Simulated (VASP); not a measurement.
# HfBr (P6/mmm) in VASP: relaxation of cell and atoms with PBE

Aim: the relaxation of cell and atoms of HfBr with PBE.

Everything below comes from runs of VASP 6.6.1. Logs are shortened: lines on timing, memory, paths and dates and some standing lists are left out, and cuts for length are marked.

### Step 1. The cell of the first run

It takes space group P6/mmm (No. 191, hexagonal). The conventional cell has a = 3.372 Å, b = 3.372 Å, c = 5.138 Å, α = 90.00°, β = 90.00°, γ = 120.00°. Hf (site symmetry 6/mmm) has 2 Br at 2.57 Å and 6 Hf at 3.37 Å within 3.4 Å. Within 3.4 Å of Br (site symmetry 6/mmm) lie 2 Hf at 2.57 Å and 6 Br at 3.37 Å.

The cell was generated, and may not be a known phase.

### Step 2. Relaxation of cell and atoms, PBE

File INCAR:

```
SYSTEM = HfBr
ALGO = Normal ; EDIFF = 1E-6
EDIFFG = -0.01 ; ENCUT = 600
GGA = PE ; IBRION = 2
ISIF = 3 ; ISMEAR = 0
LASPH = .TRUE. ; LCHARG = .FALSE.
LREAL = .FALSE. ; LWAVE = .FALSE.
NELM = 80 ; NSW = 100
PREC = Accurate ; SIGMA = 0.1
```

File KPOINTS:

```
k-points
0
G
  18 18 12
  0 0 0
```

File POSCAR:

```
HfBr
1.0
    3.3722622995      0.0000000000      0.0000000000
   -1.6861311497      2.9204648196      0.0000000000
    0.0000000000      0.0000000000      5.1381461653
Hf Br
1 1
Direct
    0.0000000000      0.0000000000      0.5000000000
    0.0000000000      0.0000000000      0.0000000000
```

Potentials or basis: VASP PAW PBE potentials, release 64 (Hf_pv, Br).

The run is started by

```bash
$ cat potpaw_PBE.64/Hf_pv/POTCAR potpaw_PBE.64/Br/POTCAR > POTCAR
$ mpirun -np 1 vasp_std > vasp.out
```

OUTCAR:

```text
SYSTEM = HfBr
   EDIFF = 1E-6
   EDIFFG = -0.01
   ENCUT = 600
   GGA = PE
   IBRION = 2
   ISIF = 3
   ISMEAR = 0
   LASPH = .TRUE.
   LREAL = .FALSE.
   NELM = 80
   NSW = 100
   PREC = Accurate

 ion  position               nearest neighbor table
   1  0.000  0.000  0.500-   2 2.57   2 2.57
   2  0.000  0.000  0.000-   1 2.57   1 2.57

  LATTYP: Found a hexagonal cell.
 ALAT       =     3.3722622995
 C/A-ratio  =     1.5236496183

  Lattice vectors:

 A1 = (   3.3722622995,   0.0000000000,   0.0000000000)
 A2 = (  -1.6861311497,   2.9204648196,   0.0000000000)
 A3 = (   0.0000000000,   0.0000000000,   5.1381461653)

Analysis of symmetry for initial positions (statically):
=====================================================================
 Subroutine PRICEL returns:
 Original cell was already a primitive cell.

 Routine SETGRP: Setting up the symmetry group for a
 hexagonal supercell.

 Subroutine GETGRP returns: Found 24 space group operations
 (whereof 24 operations were pure point group operations)
 out of a pool of 24 trial point group operations.

The static configuration has the point symmetry D_6h.

Analysis of symmetry for dynamics (positions and initial velocities):
=====================================================================
 Subroutine PRICEL returns:
 Original cell was already a primitive cell.

 Routine SETGRP: Setting up the symmetry group for a
 hexagonal supercell.

 Subroutine GETGRP returns: Found 24 space group operations
 (whereof 24 operations were pure point group operations)
 out of a pool of 24 trial point group operations.

The dynamic configuration has the point symmetry D_6h.

 Subroutine INISYM returns: Found 24 space group operations
 (whereof 24 operations are pure point group operations),
 and found     1 'primitive' translations

----------------------------------------------------------------------------------------

                                     Primitive cell

  volume of cell :      50.6034

  direct lattice vectors                    reciprocal lattice vectors
     3.372262300  0.000000000  0.000000000     0.296536838  0.171205623  0.000000000
    -1.686131150  2.920464820  0.000000000     0.000000000  0.342411247  0.000000000
     0.000000000  0.000000000  5.138146165     0.000000000  0.000000000  0.194622723

  length of vectors
     3.372262300  3.372262299  5.138146165     0.342411247  0.342411247  0.194622723

  position of ions in fractional coordinates (direct lattice)
     0.000000000  0.000000000  0.500000000
     0.000000000  0.000000000  0.000000000
[... 100 lines left out ...]
  Thomas-Fermi vector in A             =   2.274763
   LORBIT       =      0    0 simple, 1 ext, 2 COOP (PROOUT), +10 PAW based schemes
   GGA     = PE    functional components
   LHFCALC =     F    Hartree Fock is set to
   AEXX    =    0.0000 exact exchange contribution
   IVDW    =     0    specifies the selected vdW correction
   LEPSILON=     F    determine dielectric tensor
   LRPA    =     F    only Hartree local field effects (RPA)
 conjugate gradient relaxation of ions
 non-spin polarized calculation
 Gauss-broadening in eV      SIGMA  =   0.10
  energy-cutoff  :      600.00
  volume of cell :       50.60
 maximum number of plane-waves:      1725
 NGX is ok and might be reduce to    28
   NGX = 13   NGY = 13   NGZ = 21

--------------------------------------- Ionic step        1  -------------------------------------------

 number of electron      17.0000003 magnetization

 Free energy of the ion-electron system (eV)
  ---------------------------------------------------
  ext. energy  EPLUGINS =         0.00000000
  ---------------------------------------------------
  free energy    TOTEN  =       -11.91720287 eV

  energy without entropy =      -11.90648826  energy(sigma->0) =      -11.91184556

------------------------ aborting loop because EDIFF is reached ----------------------------------------

  FORCE on cell =-STRESS in cart. coord.  units (eV):
  Direction    XX          YY          ZZ          XY          YZ          ZX
  --------------------------------------------------------------------------------------
  -------------------------------------------------------------------------------------
  Total        0.0788593      0.0788593     -0.0584098      0.0000000      0.0000000      0.0000000
  in kB        2.4967999      2.4967999     -1.8493378      0.0000000      0.0000000      0.0000000
  external PRESSURE =       1.0480873 kB  Pullay stress =       0.0000000 kB
[... 131 lines left out ...]
--------------------------------------- Ionic step        5  -------------------------------------------

 number of electron      17.0000003 magnetization

 Free energy of the ion-electron system (eV)
  ---------------------------------------------------
  ext. energy  EPLUGINS =         0.00000000
  ---------------------------------------------------
  free energy    TOTEN  =       -11.91733608 eV

  energy without entropy =      -11.90660470  energy(sigma->0) =      -11.91197039

 E-fermi :   4.0917     XC(G=0): -10.0173

 val. band max:        4.0915889680   @ k =   0.1667   0.1667   0.4167
 cond. band min:       4.0996335479   @ k =   0.3333   0.1111   0.3333
 fundamental gap:      0.0080445800
 Fermi energy:         4.0916614619

 k-point     1 :       0.0000    0.0000    0.0000
  band No.  band energies     occupation
      1     -27.5296      2.00000
      2     -27.0640      2.00000
      3     -27.0640      2.00000
      4     -12.8277      2.00000
      5      -1.3118      2.00000
      6      -0.1920      2.00000
      7       2.4725      2.00000
      8       2.4725      2.00000
      9       5.3549      0.00000
     10       5.3549      0.00000
     11       5.9747      0.00000
     12       6.7690      0.00000
[... 331 lines left out ...]
 k-point    24 :       0.3889    0.1111    0.0000
  band No.  band energies     occupation
      1     -27.4885      2.00000
      2     -27.3473      2.00000
      3     -27.1573      2.00000
      4     -11.9554      2.00000
      5      -1.5823      2.00000
      6      -0.2001      2.00000
      7       0.9605      2.00000
      8       2.7033      2.00000
      9       3.2674      2.00000
     10       5.6397      0.00000
     11       5.6805      0.00000
     12       6.5720      0.00000

 [... further k-points ...]

------------------------ aborting loop because EDIFF is reached ----------------------------------------

  FORCE on cell =-STRESS in cart. coord.  units (eV):
  Direction    XX          YY          ZZ          XY          YZ          ZX
  --------------------------------------------------------------------------------------
  -------------------------------------------------------------------------------------
  Total       -0.0001245     -0.0001245     -0.0024053     -0.0000000     -0.0000000     -0.0000000
  in kB       -0.0039323     -0.0039323     -0.0759598     -0.0000000     -0.0000000     -0.0000000
  external PRESSURE =      -0.0279415 kB  Pullay stress =       0.0000000 kB
[... 17 lines left out ...]
  FREE ENERGIE OF THE ION-ELECTRON SYSTEM (eV)
  ---------------------------------------------------
  free  energy   TOTEN  =       -11.9173360849 eV

  energy  without entropy=      -11.9066047022  energy(sigma->0) =      -11.91197039

 reached required accuracy - stopping structural energy minimisation
```

Run time: 11 min. Hardware: 1 thread of Intel Xeon 8259CL, shared host; peak memory 0.37 GiB.

Results:

| Quantity | Value |
| --- | --- |
| Free energy | -11.9173 eV |
| Relaxed volume | 25.37 Å³/atom |
| Relaxed cell | a = 3.377 Å, b = 3.377 Å, c = 5.136 Å, α = 90.00°, β = 90.00°, γ = 120.00° |
| Space group after relaxing (to 0.1 Å) | P6/mmm (No. 191) |
| Energy gained by relaxing | 0.1 meV/atom |
| Ionic steps | 5 |
| Pressure after relaxing | 0.0 GPa |
| Band gap on the k mesh | zero (an odd number of electrons rules out a gap without spin polarisation) |

The path:
| step | energy change (eV) | largest force (eV/Å) | pressure (GPa) | volume (Å³) |
| --- | --- | --- | --- | --- |
| 1 | 0.0000 | 0.0000 | 0.10 | 50.60 |
| 2 | -0.0001 | 0.0000 | 0.07 | 50.72 |
| 3 | -0.0001 | 0.0000 | 0.08 | 50.68 |
| 4 | -0.0001 | 0.0000 | -0.07 | 50.78 |
| 5 | -0.0001 | 0.0000 | 0.00 | 50.73 |

Final structure:
```
Hf Br
1.0
     3.37741    0.00000    0.00000
    -1.68871    2.92492    0.00000
     0.00000    0.00000    5.13577
Hf Br
1 1
Direct
  0.00000 0.00000 0.50000
  0.00000 0.00000 0.00000
```

Levels at points of the mesh, in eV from the Fermi level:
```
           k point  band 4  band 5  band 6  band 7  band 8  band 9  band 10  band 11  band 12
(0.00, 0.00, 0.00)  -16.92   -5.40   -4.28   -1.62   -1.62    1.26     1.26     1.88     2.68
(0.50, 0.00, 0.00)  -16.04   -5.87   -4.27   -2.59   -1.88   -1.03     1.92     2.42     2.48
(0.00, 0.00, 0.50)  -16.56   -7.61   -3.47   -2.00   -2.00    1.30     1.30     3.43     3.94
(0.50, 0.00, 0.50)  -15.69   -6.34   -6.18   -2.96   -1.69    0.68     1.37     3.39     4.80
```

Caveat: spin-orbit coupling is left out, which moves the levels of the heavy elements; an odd number of electrons without spin polarisation forces a metal; a magnetic or distorted state may lie lower.
